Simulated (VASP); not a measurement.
Input of a VASP 6.6.1 run:

Contents of POSCAR:

```
BAs
1.0
    0.0000000000      2.3918676044      2.3918676044
    2.3918676044      0.0000000000      2.3918676044
    2.3918676044      2.3918676044      0.0000000000
B As
1 1
Direct
    0.0000000000      0.0000000000      0.0000000000
    0.2500000000      0.2500000000      0.2500000000
```

Contents of INCAR.step1:

```
SYSTEM = BAs
  PREC = Accurate
  ENCUT = 520
  ISMEAR = 0
  SIGMA = 0.01
  LREAL = .False.
  LASPH = .True.
  NELM = 80
  NBANDS = 11
  GGA = PE
  ALGO = Normal
  EDIFF = 1E-4
  LWAVE = .True.
  LCHARG = .False.
```

The input INCAR.step2:

```
SYSTEM = BAs
  PREC = Accurate
  ENCUT = 520
  EDIFF = 1E-6
  ISMEAR = 0
  SIGMA = 0.01
  LREAL = .False.
  LASPH = .True.
  NELM = 80
  ALGO = Normal
  ISIF = 2
  LWAVE = .False.
  LCHARG = .False.
  METAGGA = R2SCAN
  LMIXTAU = .True.
  NBANDS = 11
  ISTART = 1
```

File KPOINTS:

```
regular mesh
0
Gamma
  10 10 10
  0 0 0
```

Potentials or basis: VASP PAW PBE potentials, release 64 (B, As).

The run is started by

```sh
$ cat potpaw_PBE.64/B/POTCAR potpaw_PBE.64/As/POTCAR > POTCAR
$ cp INCAR.step1 INCAR
$ mpirun -np 1 vasp_std > vasp.out
$ cp INCAR.step2 INCAR
$ mpirun -np 1 vasp_std > vasp.out
```

(1) Estimate the band gap on the k mesh.

(2) What does it give for the pressure?

Results:

(1) 1.37 eV, indirect (least direct gap 3.44 eV).

(2) 0.3 GPa.

Caveat: the PAW data sets were made with another functional, which shifts forces and pressure a little.
